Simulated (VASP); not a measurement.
# Si3N in VASP: further runs

Runs on Si3N. Level: PBE+D3(BJ). Tasks: single point.

Everything below comes from runs of VASP 6.6.1. Logs are shortened: lines on timing, memory, paths and dates and some standing lists are left out, and cuts for length are marked.

## 1. The cell of the first run

The cell holds a slab with vacuum, 8 atoms: a = 3.833 Å, b = 5.421 Å, c = 22.488 Å, α = 90.00°, β = 90.00°, γ = 90.00°.

## 2. Single point, PBE+D3(BJ)

The input, INCAR:

```
PREC = Accurate
ENCUT = 520
EDIFF = 1E-7
ISMEAR = 0
SIGMA = 0.05
LREAL = F
LASPH = T
NELM = 100
ALGO = Normal
ISIF = 2
LWAVE = F
LCHARG = F
LDIPOL = T
IDIPOL = 3
DIPOL = 0.5 0.5 0.328
GGA = PE
IVDW = 12
NBANDS = 27
```

The input, KPOINTS:

```
regular mesh
0
Gamma
  7 5 1
```

The input, POSCAR:

```
Si3N
1.0
    3.8333442755      0.0000000000      0.0000000000
    0.0000000000      5.4211674636      0.0000000000
    0.0000000000      0.0000000000     22.4877586337
Si N
6 2
Direct
    0.5000000000      0.0000000000      0.1778745523
    0.0000000000      0.2500000000      0.1778745523
    0.0000000000      0.5038839981      0.2608672216
    0.5000000000      0.7461160019      0.2608672216
    0.5000000000      0.0086033066      0.3418641564
    0.0000000000      0.2413966934      0.3418641564
    0.6666666667      0.5086033066      0.5063981173
    0.6666666667      0.5086033066      0.5553136192
```

Potentials or basis: VASP PAW PBE potentials, release 64 (Si, N).

Run with:

```sh
$ cat potpaw_PBE.64/Si/POTCAR potpaw_PBE.64/N/POTCAR > POTCAR
$ mpirun -np 1 vasp_std > vasp.out
```

OUTCAR:

```text
PREC = Accurate
   ENCUT = 520
   EDIFF = 1E-7
   ISMEAR = 0
   LREAL = F
   LASPH = T
   NELM = 100
   ISIF = 2
   GGA = PE
   IVDW = 12
 IVDW          = 12

 ion  position               nearest neighbor table
   1  0.500  0.000  0.178-   4 2.32   2 2.35   2 2.35
   2  0.000  0.250  0.178-   3 2.32   1 2.35   1 2.35
   3  0.000  0.504  0.261-   6 2.31   2 2.32   4 2.32   4 2.32
   4  0.500  0.746  0.261-   5 2.31   1 2.32   3 2.32   3 2.32
   5  0.500  0.009  0.342-   6 2.29   6 2.29   4 2.31
   6  0.000  0.241  0.342-   5 2.29   5 2.29   3 2.31
   7  0.667  0.509  0.506-   8 1.10
   8  0.667  0.509  0.555-   7 1.10

  LATTYP: Found a simple orthorhombic cell.
 ALAT       =     3.8333442755
 B/A-ratio  =     1.4142135624
 C/A-ratio  =     5.8663550721

  Lattice vectors:

 A1 = (   3.8333442755,   0.0000000000,   0.0000000000)
 A2 = (   0.0000000000,   5.4211674636,   0.0000000000)
 A3 = (   0.0000000000,   0.0000000000,  22.4877586337)

Analysis of symmetry for initial positions (statically):
=====================================================================
 Subroutine PRICEL returns:
 Original cell was already a primitive cell.

 Routine SETGRP: Setting up the symmetry group for a
 simple orthorhombic supercell.

 Subroutine GETGRP returns: Found  1 space group operations
 (whereof  1 operations were pure point group operations)
 out of a pool of  8 trial point group operations.

The static configuration has the point symmetry C_1 .

Analysis of symmetry for dynamics (positions and initial velocities):
=====================================================================
 Subroutine PRICEL returns:
 Original cell was already a primitive cell.

 Routine SETGRP: Setting up the symmetry group for a
 simple orthorhombic supercell.

 Subroutine GETGRP returns: Found  1 space group operations
 (whereof  1 operations were pure point group operations)
 out of a pool of  8 trial point group operations.

The dynamic configuration has the point symmetry C_1 .

 Subroutine INISYM returns: Found  1 space group operations
 (whereof  1 operations are pure point group operations),
 and found     1 'primitive' translations

----------------------------------------------------------------------------------------

                                     Primitive cell

  volume of cell :     467.3226

  direct lattice vectors                    reciprocal lattice vectors
     3.833344276  0.000000000  0.000000000     0.260868821  0.000000000  0.000000000
     0.000000000  5.421167464  0.000000000     0.000000000  0.184462112  0.000000000
     0.000000000  0.000000000 22.487758634     0.000000000  0.000000000  0.044468638

  length of vectors
     3.833344276  5.421167464 22.487758634     0.260868821  0.184462112  0.044468638

  position of ions in fractional coordinates (direct lattice)
     0.500000000  0.000000000  0.177874552
     0.000000000  0.250000000  0.177874552
     0.000000000  0.503883998  0.260867222
     0.500000000  0.746116002  0.260867222
     0.500000000  0.008603307  0.341864156
     0.000000000  0.241396693  0.341864156
     0.666666667  0.508603307  0.506398117
     0.666666667  0.508603307  0.555313619

  ion indices of the primitive-cell ions
   primitive index   ion index
                 1           1
                 2           2
                 3           3
                 4           4
                 5           5
                 6           6
                 7           7
                 8           8

----------------------------------------------------------------------------------------

 KPOINTS: regular mesh

Automatic generation of k-mesh.
 Grid dimensions read from file:
 generate k-points for:    7    5    1

 Generating k-lattice:

  Cartesian coordinates                     Fractional coordinates (reciprocal lattice)
     0.037266974  0.000000000  0.000000000     0.142857143  0.000000000  0.000000000
     0.000000000  0.036892422  0.000000000     0.000000000  0.200000000  0.000000000
     0.000000000  0.000000000  0.044468638     0.000000000  0.000000000  1.000000000

  Length of vectors
     0.037266974  0.036892422  0.044468638

  Shift w.r.t. Gamma in fractional coordinates (k-lattice)
     0.000000000  0.000000000  0.000000000

 Subroutine IBZKPT returns following result:
 ===========================================

 Found     18 irreducible k-points:

 Following reciprocal coordinates:
            Coordinates               Weight
  0.000000  0.000000  0.000000      1.000000
  0.142857  0.000000  0.000000      2.000000
  0.285714  0.000000  0.000000      2.000000
  0.428571  0.000000  0.000000      2.000000
  0.000000  0.200000  0.000000      2.000000
  0.142857  0.200000  0.000000      2.000000
[... 10 lines left out ...]
  0.428571  0.400000  0.000000      2.000000
  0.428571 -0.400000  0.000000      2.000000
   k-points           NKPTS =     18   k-points in BZ     NKDIM =     18   number of bands    NBANDS=     27
   number of dos      NEDOS =    301   number of ions     NIONS =      8
   total plane-waves  NPLWV = 201600
   dimension x,y,z NGX =    30 NGY =   40 NGZ =  168
   dimension x,y,z NGXF=    60 NGYF=   80 NGZF=  336
   ions per type =               6   2
   NGX,Y,Z   is equivalent  to a cutoff of  13.01, 12.27, 12.42 a.u.
   NGXF,Y,Z  is equivalent  to a cutoff of  26.02, 24.53, 24.84 a.u.
 SYSTEM =  unknown system
   PREC   = accura    normal or accurate (medium, high low for compatibility)
   ISTART =      0    job   : 0-new  1-cont  2-samecut
   ICHARG =      2    charge: 1-file 2-atom 10-const
   ISPIN  =      1    spin polarized calculation?
   LNONCOLLINEAR =      F non collinear calculations
   LSORBIT =      F    spin-orbit coupling
   LASPH  =      T    aspherical Exc in radial PAW
   ENCUT  =  520.0 eV  38.22 Ry    6.18 a.u.   7.13 10.08 41.81*2*pi/ulx,y,z
   NELM   =    100;   NELMIN=  2; NELMDL= -5     # of ELM steps
   EDIFF  = 0.1E-06   stopping-criterion for ELM
   LREAL  =      F    real-space projection
   EDIFFG = 0.1E-05   stopping-criterion for IOM
   NSW    =      0    number of steps for IOM
   IBRION =     -1    ionic relax: 0-MD 1-quasi-New 2-CG
   NFREE  =      0    steps in history (QN), initial steepest desc. (CG)
   ISIF   =      2    stress and relaxation
   ISYM   =      2    0-nonsym 1-usesym 2-fastsym
   POTIM  = 0.5000    time-step for ionic-motion
   TEBEG  =    0.0;   TEEND  =   0.0 temperature during run
   PSTRESS=    0.0 pullay stress
   NELECT =      34.0000    total number of electrons
   NUPDOWN=      -1.0000    fix difference up-down
   EMIN   =  10.00;   EMAX   =-10.00  energy-range for DOS
   EFERMI =   0.00;   METHOD = LEGACY
   ISMEAR =     0;   SIGMA  =   0.05  broadening in eV -4-tet -1-fermi 0-gaus
   EFERMI_NEDOS =   21; number of points for ismear=-14 and -15
   IALGO  =     38    algorithm
   IMIX   =      4    mixing-type and parameters
     AMIX     =   0.40;   BMIX     =  1.00
     AMIX_MAG =   1.60;   BMIX_MAG =  1.00
  volume/ion in A,a.u.               =      58.42       394.21
  Fermi-wavevector in a.u.,A,eV,Ry     =   0.683432  1.291500  6.355006  0.467080
  Thomas-Fermi vector in A             =   1.762794
   LORBIT       =      0    0 simple, 1 ext, 2 COOP (PROOUT), +10 PAW based schemes
   GGA     = PE    functional components
   LHFCALC =     F    Hartree Fock is set to
   AEXX    =    0.0000 exact exchange contribution
   IVDW    =    12    specifies the selected vdW correction
   LEPSILON=     F    determine dielectric tensor
   LRPA    =     F    only Hartree local field effects (RPA)
 non-spin polarized calculation
 Gauss-broadening in eV      SIGMA  =   0.05
  energy-cutoff  :      520.00
  volume of cell :      467.32
 maximum number of plane-waves:     12627
 NGX is ok and might be reduce to    30
   NGX = 15   NGY = 21   NGZ = 83

 dipolmoment           0.000000      0.000000      0.000012 electrons x Angstroem

 number of electron      34.0000001 magnetization

 dipolmoment           0.000000      0.000000     -0.001134 electrons x Angstroem

 Free energy of the ion-electron system (eV)
  ---------------------------------------------------
  ext. energy  EPLUGINS =         0.00000000
  ---------------------------------------------------
  free energy    TOTEN  =       -45.03027301 eV

  energy without entropy =      -45.02356937  energy(sigma->0) =      -45.02692119

 E-fermi :  -1.7386     XC(G=0):  -3.8661

 val. band max:       -1.7563373647   @ k =   0.2857   0.2000   0.0000
 cond. band min:      -1.7263331321   @ k =   0.2857  -0.4000   0.0000
 fundamental gap:      0.0300042326
 Fermi energy:        -1.7385506507

 k-point     1 :       0.0000    0.0000    0.0000
  band No.  band energies     occupation
      1     -25.5471      2.00000
      2     -13.1516      2.00000
      3     -11.2998      2.00000
      4     -10.6306      2.00000
      5      -9.8480      2.00000
      6      -8.8142      2.00000
[... 19 lines left out ...]
     26       1.5775      0.00000
     27       2.4442      0.00000

 k-point     2 :       0.1429    0.0000    0.0000
  band No.  band energies     occupation
      1     -25.5439      2.00000
      2     -12.9713      2.00000
      3     -11.1138      2.00000
      4     -10.6163      2.00000
      5      -9.6552      2.00000
      6      -8.9212      2.00000
[... 472 lines left out ...]
 k-point    18 :       0.4286   -0.4000    0.0000
  band No.  band energies     occupation
      1     -25.5306      2.00000
      2     -11.1171      2.00000
      3     -10.7137      2.00000
      4     -10.5584      2.00000
      5      -9.5239      2.00000
      6      -8.9534      2.00000
[... 19 lines left out ...]
     26       2.7029      0.00000
     27       3.1810      0.00000

------------------------ aborting loop because EDIFF is reached ----------------------------------------

 vacuum level on the upper side and lower side of the slab       (xc-potential included)        -0.020        -0.010

 Edisp (eV)   -1.60265

 E8    (eV) :    -0.6816

  FORCE on cell =-STRESS in cart. coord.  units (eV):
  Direction    XX          YY          ZZ          XY          YZ          ZX
  --------------------------------------------------------------------------------------
  -------------------------------------------------------------------------------------
  Total       0.11698     0.15214     2.50604    -0.01269    -0.01129    -0.01104
  in kB       0.40105     0.52161     8.59174    -0.04352    -0.03871    -0.03784
  external pressure =        3.17 kB  Pullay stress =        0.00 kB

 VOLUME and BASIS-vectors are now :
 -----------------------------------------------------------------------------
  energy-cutoff  :      520.00
  volume of cell :      467.32
      direct lattice vectors                 reciprocal lattice vectors
     3.833344276  0.000000000  0.000000000     0.260868821  0.000000000  0.000000000
     0.000000000  5.421167464  0.000000000     0.000000000  0.184462112  0.000000000
     0.000000000  0.000000000 22.487758634     0.000000000  0.000000000  0.044468638

 POSITION                                       TOTAL-FORCE (eV/Angst)
 -----------------------------------------------------------------------------------
      1.91667      0.00000      4.00000         0.001274      0.554586     -0.055620
      0.00000      1.35529      4.00000        -0.000879     -0.554727     -0.053709
      0.00000      2.73164      5.86632         0.000121     -0.078360      0.002048
      1.91667      4.04482      5.86632         0.000343      0.083221      0.002924
      1.91667      0.04664      7.68776        -0.001542      0.005075      0.074506
      0.00000      1.30865      7.68776         0.003657     -0.009328      0.061246
      2.55556      2.75722     11.38776        -0.005026     -0.000174     -2.152107
      2.55556      2.75722     12.48776         0.002051     -0.000293      2.120713
 -----------------------------------------------------------------------------------
    total drift:                                0.000001      0.000218     -0.000598

  FREE ENERGIE OF THE ION-ELECTRON SYSTEM (eV)
  ---------------------------------------------------
  free  energy   TOTEN  =       -46.6329184185 eV

  energy  without entropy=      -46.6262147771  energy(sigma->0) =      -46.62956660

 vacuum level on the upper side and lower side of the slab         3.076         3.086
```

It took 6.4 min on 1 thread of Intel Xeon Platinum 8259CL at 2.50GHz (Skylake/Cascade Lake), shared host; peak memory 0.57 GiB.

What came out:

```
Free energy                : -46.6329 eV
Largest force              : 2.152 eV/Å
Band gap on the k mesh     : zero (bands 17 and 18 overlap by 0.28 eV)
Dispersion energy per atom : -0.200 eV
```

Forces in eV/Å, atoms in the order of the input:
```
Si   0.001  0.555 -0.056
Si  -0.001 -0.555 -0.054
Si   0.000 -0.078  0.002
Si   0.000  0.083  0.003
Si  -0.002  0.005  0.075
Si   0.004 -0.009  0.061
N   -0.005  0.000 -2.152
N    0.002  0.000  2.121
```

Caveat: the standard files for N, O and F lose accuracy on very short bonds.

## 3. Single point, PBE+D3(BJ)

The input, INCAR:

```
PREC     = Accurate       # precision mode
ENCUT    = 520            # plane-wave cutoff, eV
EDIFF    = 1E-6           # SCF threshold, eV
ISMEAR   = 0              # smearing method
SIGMA    = 0.05           # smearing width, eV
LREAL    = False          # projectors in reciprocal space
LASPH    = True           # aspherical terms in the spheres
NELM     = 100            # most SCF steps
ALGO     = Normal         # electronic algorithm
ISIF     = 2              # what is computed and relaxed
LWAVE    = False          # write WAVECAR
LCHARG   = False          # write CHGCAR
LDIPOL   = True         
IDIPOL   = 3            
DIPOL    = 0.5 0.5 0.328
GGA      = PE             # functional
IVDW     = 12             # dispersion correction
NBANDS   = 27             # bands
```

KPOINTS is that of step 2.

POSCAR: that of step 2 with these lines changed.

```diff
@@ -14,3 +14,3 @@
     0.0000000000      0.2413966934      0.3418641564
-    0.6666666667      0.5086033066      0.5063981173
-    0.6666666667      0.5086033066      0.5553136192
+    0.6666666667      0.8419366399      0.5063981173
+    0.6666666667      0.8419366399      0.5553136192
```

Potentials or basis: VASP PAW PBE potentials, release 64 (Si, N).

Run with:

```sh
$ cat potpaw_PBE.64/Si/POTCAR potpaw_PBE.64/N/POTCAR > POTCAR
$ mpirun -np 1 vasp_std > vasp.out
```

Run time: 5.8 min. Hardware: 1 thread of Intel Xeon Platinum 8259CL at 2.50GHz (Skylake/Cascade Lake), shared host; peak memory 0.56 GiB.

It converged, with:

| Item | Value |
| --- | --- |
| Free energy | -46.6294 eV |
| Largest force | 2.131 eV/Å |
| Band gap on the k mesh | zero (bands 17 and 18 overlap by 0.28 eV) |
| Dispersion energy per atom | -0.201 eV |

Forces on the atoms (eV/Å):
```
Si   0.001  0.555 -0.053
Si  -0.002 -0.556 -0.053
Si   0.000 -0.089  0.000
Si  -0.001  0.080  0.002
Si  -0.005  0.010  0.035
Si   0.002  0.002  0.083
N    0.009 -0.005 -2.131
N   -0.004  0.002  2.118
```

Levels at points of the mesh, in eV from the Fermi level:
```
           k point  band 15  band 16  band 17  band 18  band 19  band 20
(0.00, 0.00, 0.00)    -0.71    -0.41    -0.30     0.27     1.19     2.09
```

Caveat: the standard files for N, O and F lose accuracy on very short bonds.

The gap in the log of VASP goes by the Fermi energy; the results here count the filled bands.